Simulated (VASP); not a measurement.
Runs of VASP 6.6.1 on Hf. The structure is that of space group Im-3m (No. 229), or close to it. The cells are those of the table. 

```csv
task,cell,gap on the mesh (eV),pressure (GPa)
electric field gradients,"a = 3.188 Å, angles 109.5°, 1 atom",none,-13.1
electric field gradients,"a = 3.137 Å, angles 109.5°, 1 atom",none,-9.9
electric field gradients,"a = 3.105 Å, angles 109.5°, 1 atom",none,(a)
single point,"a = 3.137 Å, angles 109.5°, 1 atom",none,-9.9
single point,"a = 3.167 Å, angles 109.5°, 1 atom",none,-11.9
electric field gradients,"a = 3.063 Å, angles 109.5°, 1 atom",none,-4.0
electric field gradients,"a = 3.084 Å, angles 109.5°, 1 atom",none,-5.9
single point,"a = 3.188 Å, angles 109.5°, 1 atom",none,-13.1
```

Alike in all rows: level PBEsol; potentials or basis VASP PAW PBE potentials, release 64 (Hf_pv); no spin polarisation; k mesh 16 × 16 × 16; cutoff (eV) 520; smearing fermi-dirac 0.08 eV.

Task: Fill in the values left out.

Result: (a) -7.6.

Caveats: the PAW data sets were made with another functional, which shifts forces and pressure a little; spin-orbit coupling is left out, which moves the levels of the heavy elements.

A k mesh can miss the band edges, and the runs leave out spin-orbit coupling on Hf.

A gap of «none» marks levels without a gap at the run's occupations.
